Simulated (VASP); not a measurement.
A run of VASP 6.6.1 is set up as follows.

The input INCAR:

```
ALGO     = Normal         # electronic algorithm
EDIFF    = 1E-6           # SCF threshold, eV
ENCUT    = 520            # plane-wave cutoff, eV
GGA      = PE             # functional
ISIF     = 2              # what is computed and relaxed
ISMEAR   = 0              # smearing method
LASPH    = True           # aspherical terms in the spheres
LCHARG   = True           # write CHGCAR
LELF     = True           # ELF
LREAL    = False          # projectors in reciprocal space
LVHAR    = True         
LWAVE    = False          # write WAVECAR
NBANDS   = 30             # bands
NELM     = 100            # most SCF steps
PREC     = Accurate       # precision mode
SIGMA    = 0.1            # smearing width, eV
```

The input KPOINTS:

```
k-points
0
Gamma
  6 4 2
```

File POSCAR:

```
ZnInC2N2
1.0
    3.9257213800      0.0000000000      0.0000000000
    1.3651804300      4.1535458500      0.0000000000
    0.1632985700      1.9411947000      8.0233917700
Zn In C N
1 1 2 2
Direct
    0.5000000000      0.5000000000      0.5000000000
    0.0000000000      0.0000000000      0.0000000000
    0.8067973400      0.1932026600      0.1932026600
    0.1932026600      0.8067973400      0.8067973400
    0.6938302600      0.3061697400      0.3061697400
    0.3061697400      0.6938302600      0.6938302600
```

Potentials or basis: VASP PAW PBE potentials, release 64 (Zn, In_d, C, N).

Command:

```sh
$ cat potpaw_PBE.64/Zn/POTCAR potpaw_PBE.64/In_d/POTCAR potpaw_PBE.64/C/POTCAR potpaw_PBE.64/N/POTCAR > POTCAR
$ mpirun -np 1 vasp_std > vasp.out
```

Q: Predict the band gap on the k mesh.

A: Zero (an odd number of electrons rules out a gap without spin polarisation).

Q: Estimate the largest force.

A: 3.030 eV/Å.

Stress tensor (GPa, compression positive):
```
-2.97 -1.20 -1.57
-1.20  3.59  3.66
-1.57  3.66  5.36
```

Caveat: the k points lie up to 0.39 Å⁻¹ apart, too coarse for converged energies and pressures of a metal; spin-orbit coupling is left out, which moves the levels of the heavy elements; forces of over 1 eV/Å act on the atoms, so gaps and moduli don't describe the material at rest.
